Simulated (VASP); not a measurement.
# KBr (Immm) in VASP: a series of runs

The runs below take KBr through single point, with PBEsol.

All numbers are computed with VASP 6.6.1; they aren't measurements. Logs are shortened: lines on timing, memory, paths and dates and some standing lists are left out, and cuts for length are marked.

**1. The cell of the first run**

The structure is orthorhombic, space group Immm (No. 71). Conventional cell: a = 4.400 Å, b = 4.863 Å, c = 6.550 Å, α = 90.00°, β = 90.00°, γ = 90.00°. K (site symmetry mmm) has 6 Br at 3.27 to 3.28 Å within 4.3 Å. Within 4.3 Å of Br (site symmetry mmm) lie 6 K at 3.27 to 3.28 Å.

**2. Single point, PBEsol (strain -0.1000 x Voigt [0, 0, 0, 1, 0, 0])**

INCAR

```
SYSTEM = KBr
PREC = Accurate ; ENCUT = 520
EDIFF = 1E-6 ; ISMEAR = 0
SIGMA = 0.05 ; LREAL = .FALSE.
LASPH = .TRUE. ; NELM = 60
ALGO = Normal ; ISIF = 2
LWAVE = .FALSE. ; LCHARG = .TRUE.
GGA = PS ; LELF = .TRUE.
LVHAR = .TRUE. ; NBANDS = 15
```

KPOINTS

```
Automatic mesh
0
G
  6 6 6
  0 0 0
```

POSCAR

```
KBr
1.0
    0.0000000000      3.1111346559      3.1111346559
    3.2748785852     -0.1637439293      3.2748785852
    3.2748785852      3.2748785852     -0.1637439293
K Br
1 1
Direct
    0.0000000000      0.0000000000      0.0000000000
    0.5000000000      0.5000000000      0.5000000000
```

Potentials or basis: VASP PAW PBE potentials, release 64 (K_sv, Br).

Started as:

```console
$ cat potpaw_PBE.64/K_sv/POTCAR potpaw_PBE.64/Br/POTCAR > POTCAR
$ mpirun -np 1 vasp_std > vasp.out
```

OUTCAR:

```text
SYSTEM = KBr
   PREC = Accurate
   ENCUT = 520
   EDIFF = 1E-6
   ISMEAR = 0
   LREAL = .FALSE.
   LASPH = .TRUE.
   NELM = 60
   ISIF = 2
   GGA = PS

 ion  position               nearest neighbor table
   1  0.000  0.000  0.000-   2 3.27   2 3.27   2 3.28   2 3.28   2 3.28   2 3.28
   2  0.500  0.500  0.500-   1 3.27   1 3.27   1 3.28   1 3.28   1 3.28   1 3.28

  LATTYP: Found a body centered orthorhombic cell.
 ALAT       =     4.3998088247
 B/A-ratio  =     1.1052631579
 C/A-ratio  =     1.4886458551

  Lattice vectors:

 A1 = (  -3.2748785852,   0.1637439293,  -3.2748785852)
 A2 = (  -3.2748785852,  -0.1637439293,   3.2748785852)
 A3 = (   3.2748785852,   3.2748785852,  -0.1637439293)

Analysis of symmetry for initial positions (statically):
=====================================================================
 Subroutine PRICEL returns:
 Original cell was already a primitive cell.

 Routine SETGRP: Setting up the symmetry group for a
 body centered orthorhombic supercell.

 Subroutine GETGRP returns: Found  8 space group operations
 (whereof  8 operations were pure point group operations)
 out of a pool of  8 trial point group operations.

The static configuration has the point symmetry D_2h.

Analysis of symmetry for dynamics (positions and initial velocities):
=====================================================================
 Subroutine PRICEL returns:
 Original cell was already a primitive cell.

 Routine SETGRP: Setting up the symmetry group for a
 body centered orthorhombic supercell.

 Subroutine GETGRP returns: Found  8 space group operations
 (whereof  8 operations were pure point group operations)
 out of a pool of  8 trial point group operations.

The dynamic configuration has the point symmetry D_2h.

 Subroutine INISYM returns: Found  8 space group operations
 (whereof  8 operations are pure point group operations),
 and found     1 'primitive' translations

----------------------------------------------------------------------------------------

                                     Primitive cell

  volume of cell :      70.0694

  direct lattice vectors                    reciprocal lattice vectors
     0.000000000  3.111134656  3.111134656    -0.152677416  0.160713069  0.160713069
     3.274878585 -0.163743929  3.274878585     0.152677416 -0.145407063  0.145407063
     3.274878585  3.274878585 -0.163743929     0.152677416  0.145407063 -0.145407063

  length of vectors
     4.399808825  4.634271417  4.634271417     0.273802437  0.256118764  0.256118764

  position of ions in fractional coordinates (direct lattice)
     0.000000000  0.000000000  0.000000000
     0.500000000  0.500000000  0.500000000

  ion indices of the primitive-cell ions
   primitive index   ion index
                 1           1
                 2           2

----------------------------------------------------------------------------------------

 KPOINTS: Automatic mesh

Automatic generation of k-mesh.
 Grid dimensions read from file:
 generate k-points for:    6    6    6

 Generating k-lattice:

  Cartesian coordinates                     Fractional coordinates (reciprocal lattice)
    -0.025446236  0.026785512  0.026785512     0.166666667  0.000000000 -0.000000000
     0.025446236 -0.024234510  0.024234510     0.000000000  0.166666667  0.000000000
     0.025446236  0.024234510 -0.024234510     0.000000000  0.000000000  0.166666667

  Length of vectors
     0.045633740  0.042686461  0.042686461

  Shift w.r.t. Gamma in fractional coordinates (k-lattice)
     0.000000000  0.000000000  0.000000000

 Subroutine IBZKPT returns following result:
 ===========================================

 Found     46 irreducible k-points:

 Following reciprocal coordinates:
            Coordinates               Weight
  0.000000  0.000000  0.000000      1.000000
  0.166667  0.000000  0.000000      4.000000
  0.333333  0.000000  0.000000      4.000000
  0.500000  0.000000  0.000000      2.000000
  0.000000  0.166667 -0.000000      4.000000
  0.166667  0.166667 -0.000000      4.000000
[... 16 lines left out ...]
  0.500000  0.166667  0.166667      4.000000
 -0.333333  0.166667  0.166667      4.000000
 [... further k-points ...]
   k-points           NKPTS =     46   k-points in BZ     NKDIM =     46   number of bands    NBANDS=     15
   number of dos      NEDOS =    301   number of ions     NIONS =      2
   total plane-waves  NPLWV =  46656
   dimension x,y,z NGX =    36 NGY =   36 NGZ =   36
   dimension x,y,z NGXF=    72 NGYF=   72 NGZF=   72
   ions per type =               1   1
   NGX,Y,Z   is equivalent  to a cutoff of  13.60, 12.91, 12.91 a.u.
   NGXF,Y,Z  is equivalent  to a cutoff of  27.21, 25.83, 25.83 a.u.
 SYSTEM =  KBr
   PREC   = accura    normal or accurate (medium, high low for compatibility)
   ISTART =      0    job   : 0-new  1-cont  2-samecut
   ICHARG =      2    charge: 1-file 2-atom 10-const
   ISPIN  =      1    spin polarized calculation?
   LNONCOLLINEAR =      F non collinear calculations
   LSORBIT =      F    spin-orbit coupling
   LASPH  =      T    aspherical Exc in radial PAW
   ENCUT  =  520.0 eV  38.22 Ry    6.18 a.u.   8.18  8.62  8.62*2*pi/ulx,y,z
   NELM   =     60;   NELMIN=  2; NELMDL= -5     # of ELM steps
   EDIFF  = 0.1E-05   stopping-criterion for ELM
   LREAL  =      F    real-space projection
   EDIFFG = 0.1E-04   stopping-criterion for IOM
   NSW    =      0    number of steps for IOM
   IBRION =     -1    ionic relax: 0-MD 1-quasi-New 2-CG
   NFREE  =      0    steps in history (QN), initial steepest desc. (CG)
   ISIF   =      2    stress and relaxation
   ISYM   =      2    0-nonsym 1-usesym 2-fastsym
   POTIM  = 0.5000    time-step for ionic-motion
   TEBEG  =    0.0;   TEEND  =   0.0 temperature during run
   PSTRESS=    0.0 pullay stress
   NELECT =      16.0000    total number of electrons
   NUPDOWN=      -1.0000    fix difference up-down
   EMIN   =  10.00;   EMAX   =-10.00  energy-range for DOS
   EFERMI =   0.00;   METHOD = LEGACY
   ISMEAR =     0;   SIGMA  =   0.05  broadening in eV -4-tet -1-fermi 0-gaus
   EFERMI_NEDOS =   21; number of points for ismear=-14 and -15
   IALGO  =     38    algorithm
   IMIX   =      4    mixing-type and parameters
     AMIX     =   0.40;   BMIX     =  1.00
     AMIX_MAG =   1.60;   BMIX_MAG =  1.00
  volume/ion in A,a.u.               =      35.03       236.43
  Fermi-wavevector in a.u.,A,eV,Ry     =   1.000626  1.890910 13.622879  1.001253
  Thomas-Fermi vector in A             =   2.132995
   LORBIT       =      0    0 simple, 1 ext, 2 COOP (PROOUT), +10 PAW based schemes
   GGA     = PS    functional components
   LHFCALC =     F    Hartree Fock is set to
   AEXX    =    0.0000 exact exchange contribution
   IVDW    =     0    specifies the selected vdW correction
   LEPSILON=     F    determine dielectric tensor
   LRPA    =     F    only Hartree local field effects (RPA)
 non-spin polarized calculation
 Gauss-broadening in eV      SIGMA  =   0.05
  energy-cutoff  :      520.00
  volume of cell :       70.07
 maximum number of plane-waves:      1913
 NGX is ok and might be reduce to    36
   NGX = 17   NGY = 17   NGZ = 17

 number of electron      16.0000001 magnetization

 Free energy of the ion-electron system (eV)
  ---------------------------------------------------
  ext. energy  EPLUGINS =         0.00000000
  ---------------------------------------------------
  free energy    TOTEN  =        -6.44874604 eV

  energy without entropy =       -6.44874604  energy(sigma->0) =       -6.44874604

 E-fermi :  -1.2950     XC(G=0):  -7.6550

 val. band max:       -1.5793655198   @ k =   0.0000   0.0000   0.0000
 cond. band min:       2.6014187018   @ k =   0.0000   0.0000   0.0000
 fundamental gap:      4.1807842216
 Fermi energy:        -1.2950310494

 k-point     1 :       0.0000    0.0000    0.0000
  band No.  band energies     occupation
      1     -29.3032      2.00000
      2     -14.0504      2.00000
      3     -12.8482      2.00000
      4     -12.8467      2.00000
      5     -12.8435      2.00000
      6      -1.8108      2.00000
      7      -1.7228      2.00000
      8      -1.5794      2.00000
      9       2.6014      0.00000
     10       5.4124      0.00000
     11       5.8307      0.00000
     12       6.2408      0.00000
     13       6.6695      0.00000
     14       6.7284      0.00000
     15       9.7498      0.00000

 k-point     2 :       0.1667    0.0000    0.0000
  band No.  band energies     occupation
      1     -29.3011      2.00000
      2     -14.0900      2.00000
      3     -12.8517      2.00000
      4     -12.8441      2.00000
      5     -12.7886      2.00000
      6      -2.0534      2.00000
      7      -1.9168      2.00000
      8      -1.7829      2.00000
      9       3.3100      0.00000
     10       5.7739      0.00000
     11       5.8149      0.00000
     12       6.3289      0.00000
     13       7.0596      0.00000
     14       7.0811      0.00000
     15      10.8893      0.00000

 k-point     3 :       0.3333    0.0000    0.0000
  band No.  band energies     occupation
      1     -29.2969      2.00000
      2     -14.1602      2.00000
      3     -12.8603      2.00000
      4     -12.8453      2.00000
      5     -12.6791      2.00000
      6      -2.6945      2.00000
      7      -2.1146      2.00000
      8      -1.9920      2.00000
      9       4.4113      0.00000
     10       6.0471      0.00000
     11       6.7310      0.00000
     12       7.2670      0.00000
     13       7.8746      0.00000
     14       8.1074      0.00000
     15       9.9497      0.00000
[... 343 lines left out ...]
 k-point    23 :       0.5000    0.1667    0.1667
  band No.  band energies     occupation
      1     -29.2949      2.00000
      2     -14.1366      2.00000
      3     -12.8804      2.00000
      4     -12.8461      2.00000
      5     -12.6979      2.00000
      6      -2.7890      2.00000
      7      -2.1972      2.00000
      8      -2.0970      2.00000
      9       4.9935      0.00000
     10       5.9102      0.00000
     11       7.1069      0.00000
     12       7.3229      0.00000
     13       8.4071      0.00000
     14       8.6245      0.00000
     15       9.6413      0.00000

 k-point    24 :      -0.3333    0.1667    0.1667
  band No.  band energies     occupation
      1     -29.2948      2.00000
      2     -14.1384      2.00000
      3     -12.8794      2.00000
      4     -12.8572      2.00000
      5     -12.6899      2.00000
      6      -2.7733      2.00000
      7      -2.1955      2.00000
      8      -2.1620      2.00000
      9       4.9184      0.00000
     10       6.2536      0.00000
     11       7.6792      0.00000
     12       8.0042      0.00000
     13       8.0100      0.00000
     14       8.1450      0.00000
     15       9.3492      0.00000

 [... further k-points ...]

------------------------ aborting loop because EDIFF is reached ----------------------------------------

  FORCE on cell =-STRESS in cart. coord.  units (eV):
  Direction    XX          YY          ZZ          XY          YZ          ZX
  --------------------------------------------------------------------------------------
  -------------------------------------------------------------------------------------
  Total        0.0007965      0.0280384      0.0280384      0.0000000      0.2240390      0.0000000
  in kB        0.0182129      0.6411131      0.6411131      0.0000000      5.1227800      0.0000000
  external PRESSURE =       0.4334797 kB  Pullay stress =       0.0000000 kB

 VOLUME and BASIS-vectors are now :
 -----------------------------------------------------------------------------
  energy-cutoff  :      520.00
  volume of cell :       70.07
      direct lattice vectors                 reciprocal lattice vectors
     0.000000000  3.111134656  3.111134656    -0.152677416  0.160713069  0.160713069
     3.274878585 -0.163743929  3.274878585     0.152677416 -0.145407063  0.145407063
     3.274878585  3.274878585 -0.163743929     0.152677416  0.145407063 -0.145407063

 POSITION                                       TOTAL-FORCE (eV/Angst)
 -----------------------------------------------------------------------------------
      0.00000      0.00000      0.00000        -0.000000      0.000000     -0.000000
      3.27488      3.11113      3.11113         0.000000     -0.000000      0.000000
 -----------------------------------------------------------------------------------
    total drift:                                0.000000      0.000000      0.000000

  FREE ENERGIE OF THE ION-ELECTRON SYSTEM (eV)
  ---------------------------------------------------
  free  energy   TOTEN  =        -6.4487460431 eV

  energy  without entropy=       -6.4487460431  energy(sigma->0) =       -6.44874604
```

Run time: 32 s. Hardware: 1 thread of Intel Xeon Platinum 8375C at 2.90GHz (Ice Lake), shared host; peak memory 0.22 GiB.

What came out:

| Property | Result |
| --- | --- |
| Free energy | -6.4487 eV |
| Pressure | 0.0 GPa |
| Band gap on the k mesh | 4.18 eV, direct |

Caveat: the cell differs from its parent crystal (strain -0.1000 x Voigt [0, 0, 0, 1, 0, 0]); the PAW data sets were made with another functional, which shifts forces and pressure a little.

**3. Single point, PBEsol (strain +0.0750 x Voigt [0, 0, 0, 1, 0, 0])**

INCAR

```
SYSTEM = KBr
PREC     = Accurate       ! precision mode
ENCUT    = 520            ! plane-wave cutoff, eV
EDIFF    = 1E-6           ! SCF threshold, eV
ISMEAR   = 0              ! smearing method
SIGMA    = 0.05           ! smearing width, eV
LREAL    = .False.        ! projectors in reciprocal space
LASPH    = .True.         ! aspherical terms in the spheres
NELM     = 80             ! most SCF steps
ALGO     = Normal         ! electronic algorithm
ISIF     = 2              ! what is computed and relaxed
LWAVE    = .False.        ! write WAVECAR
LCHARG   = .False.        ! write CHGCAR
GGA      = PS             ! functional
NBANDS   = 15             ! bands
```

KPOINTS

```
regular mesh
0
Gamma
  6 6 6
  0 0 0
```

POSCAR

```
KBr
1.0
    0.0000000000      3.3976865321      3.3976865321
    3.2748785852      0.1228079469      3.2748785852
    3.2748785852      3.2748785852      0.1228079469
K Br
1 1
Direct
    0.0000000000      0.0000000000      0.0000000000
    0.5000000000      0.5000000000      0.5000000000
```

Potentials or basis: VASP PAW PBE potentials, release 64 (K_sv, Br).

Started as:

```console
$ cat potpaw_PBE.64/K_sv/POTCAR potpaw_PBE.64/Br/POTCAR > POTCAR
$ mpirun -np 1 vasp_std > vasp.out
```

Run time: 30 s. Hardware: 1 thread of Intel Xeon Platinum 8375C at 2.90GHz (Ice Lake), shared host; peak memory 0.22 GiB.

Results (log left out):

| Property | Result |
| --- | --- |
| Free energy | -6.4536 eV |
| Pressure | 0.1 GPa |
| Band gap on the k mesh | 4.23 eV, direct |

Stress tensor (GPa, compression positive):
```
 0.03  0.00  0.00
 0.00  0.06 -0.38
 0.00 -0.38  0.06
```

Levels at points of the mesh, in eV from the valence-band top:
| k point | band 6 | band 7 | band 8 | band 9 | band 10 | band 11 |
| --- | --- | --- | --- | --- | --- | --- |
| (0.00, 0.00, 0.00) | -0.17 | -0.10 | 0.00 | 4.23 | 7.13 | 7.44 |
| (0.50, 0.00, 0.00) | -1.37 | -0.45 | -0.32 | 6.40 | 7.96 | 9.44 |
| (0.00, 0.50, 0.00) | -1.35 | -0.56 | -0.47 | 6.38 | 8.19 | 9.57 |
| (0.50, 0.50, 0.00) | -0.96 | -0.40 | -0.39 | 5.61 | 7.05 | 9.22 |
| (0.00, 0.50, 0.50) | -0.96 | -0.51 | -0.27 | 5.61 | 7.09 | 9.30 |

Caveat: the cell differs from its parent crystal (strain +0.0750 x Voigt [0, 0, 0, 1, 0, 0]); the PAW data sets were made with another functional, which shifts forces and pressure a little.

**4. Single point, PBEsol (strain +0.0875 x Voigt [0, 0, 0, 1, 0, 0])**

INCAR

```
SYSTEM = KBr
ALGO     = Normal         ! electronic algorithm
EDIFF    = 1E-7           ! SCF threshold, eV
ENCUT    = 520            ! plane-wave cutoff, eV
GGA      = PS             ! functional
ISIF     = 2              ! what is computed and relaxed
ISMEAR   = 0              ! smearing method
LASPH    = .True.         ! aspherical terms in the spheres
LCHARG   = .False.        ! write CHGCAR
LREAL    = .False.        ! projectors in reciprocal space
LWAVE    = .False.        ! write WAVECAR
NBANDS   = 15             ! bands
NELM     = 60             ! most SCF steps
PREC     = Accurate       ! precision mode
SIGMA    = 0.05           ! smearing width, eV
```

KPOINTS

```
k-points
0
Gamma
  6 6 6
  0 0 0
```

POSCAR

```
KBr
1.0
    0.0000000000      3.4181545233      3.4181545233
    3.2748785852      0.1432759381      3.2748785852
    3.2748785852      3.2748785852      0.1432759381
K Br
1 1
Direct
    0.0000000000      0.0000000000      0.0000000000
    0.5000000000      0.5000000000      0.5000000000
```

Started as:

```console
$ cat potpaw_PBE.64/K_sv/POTCAR potpaw_PBE.64/Br/POTCAR > POTCAR
$ mpirun -np 1 vasp_std > vasp.out
```

Wall time 30 s (1 thread of Intel Xeon Platinum 8375C at 2.90GHz (Ice Lake), shared host); peak memory 0.22 GiB.

It converged, with:

```
Free energy            : -6.4514 eV
Pressure               : 0.0 GPa
Band gap on the k mesh : 4.20 eV, direct
```

Stress tensor (GPa, compression positive):
```
 0.01  0.00  0.00
 0.00  0.06 -0.44
 0.00 -0.44  0.06
```

Levels at points of the mesh, in eV from the valence-band top:
| k point | band 5 | band 6 | band 7 | band 8 | band 9 | band 10 | band 11 | band 12 |
| --- | --- | --- | --- | --- | --- | --- | --- | --- |
| (0.00, 0.00, 0.00) | -11.24 | -0.20 | -0.12 | 0.00 | 4.20 | 7.06 | 7.43 | 7.78 |
| (0.50, 0.00, 0.00) | -10.97 | -1.39 | -0.47 | -0.32 | 6.38 | 7.90 | 9.39 | 9.81 |
| (0.00, 0.50, 0.00) | -11.02 | -1.36 | -0.59 | -0.49 | 6.36 | 8.17 | 9.53 | 9.57 |
| (0.50, 0.50, 0.00) | -11.28 | -0.98 | -0.42 | -0.41 | 5.59 | 7.02 | 9.18 | 9.34 |
| (0.00, 0.50, 0.50) | -11.28 | -0.98 | -0.54 | -0.26 | 5.58 | 7.08 | 9.29 | 9.35 |

Caveat: the cell differs from its parent crystal (strain +0.0875 x Voigt [0, 0, 0, 1, 0, 0]); the PAW data sets were made with another functional, which shifts forces and pressure a little.

**5. Single point, PBEsol (strain +0.0625 x Voigt [0, 0, 0, 1, 0, 0])**

INCAR

```
PREC = Accurate ; ENCUT = 520
EDIFF = 1E-7 ; ISMEAR = 0
SIGMA = 0.05 ; LREAL = F
LASPH = T ; NELM = 60
ALGO = Normal ; ISIF = 2
LWAVE = F ; LCHARG = F
GGA = PS ; NBANDS = 15
```

KPOINTS

```
Automatic mesh
0
Gamma
  6 6 6
```

POSCAR

```
KBr
1.0
    0.0000000000      3.3772185410      3.3772185410
    3.2748785852      0.1023399558      3.2748785852
    3.2748785852      3.2748785852      0.1023399558
K Br
1 1
Direct
    0.0000000000      0.0000000000      0.0000000000
    0.5000000000      0.5000000000      0.5000000000
```

Started as:

```console
$ cat potpaw_PBE.64/K_sv/POTCAR potpaw_PBE.64/Br/POTCAR > POTCAR
$ mpirun -np 1 vasp_std > vasp.out
```

It took 34 s on 1 thread of Intel Xeon Platinum 8375C at 2.90GHz (Ice Lake), shared host; peak memory 0.22 GiB.

Results (log left out):

| Property | Result |
| --- | --- |
| Free energy | -6.4556 eV |
| Pressure | 0.1 GPa |
| Band gap on the k mesh | 4.25 eV, direct |

Stress tensor (GPa, compression positive):
```
 0.04  0.00  0.00
 0.00  0.06 -0.31
 0.00 -0.31  0.06
```

Levels at points of the mesh, in eV from the valence-band top:
```csv
k point,band 6,band 7,band 8,band 9,band 10,band 11
"(0.00, 0.00, 0.00)",-0.14,-0.08,0.00,4.25,7.20,7.46
"(0.50, 0.00, 0.00)",-1.35,-0.43,-0.33,6.41,8.01,9.50
"(0.00, 0.50, 0.00)",-1.33,-0.53,-0.45,6.40,8.20,9.61
"(0.50, 0.50, 0.00)",-0.94,-0.38,-0.38,5.63,7.08,9.25
"(0.00, 0.50, 0.50)",-0.94,-0.47,-0.27,5.63,7.11,9.31
```

Caveat: the cell differs from its parent crystal (strain +0.0625 x Voigt [0, 0, 0, 1, 0, 0]); the PAW data sets were made with another functional, which shifts forces and pressure a little.

**6. Summary**

```tsv
cell	gap on the mesh (eV)	pressure (GPa)
a = 4.400, b = 4.634, c = 4.634 Å, angles 63.3, 61.7, 61.7°, 2 atoms	4.18	0.0
a = 4.805, b = 4.633, c = 4.633 Å, angles 57.5, 58.8, 58.8°, 2 atoms	4.23	0.1
a = 4.834, b = 4.634, c = 4.634 Å, angles 57.1, 58.6, 58.6°, 2 atoms	4.20	0.0
a = 4.776, b = 4.633, c = 4.633 Å, angles 57.9, 59.0, 59.0°, 2 atoms	4.25	0.1
```

Alike in all rows: task single point; level PBEsol; potentials or basis VASP PAW PBE potentials, release 64 (K_sv, Br); no spin polarisation; k mesh 6 × 6 × 6; cutoff (eV) 520; smearing gaussian 0.05 eV.

Caveats: the PAW data sets were made with another functional, which shifts forces and pressure a little.

Absolute energies hang on the potentials; compare differences alone.
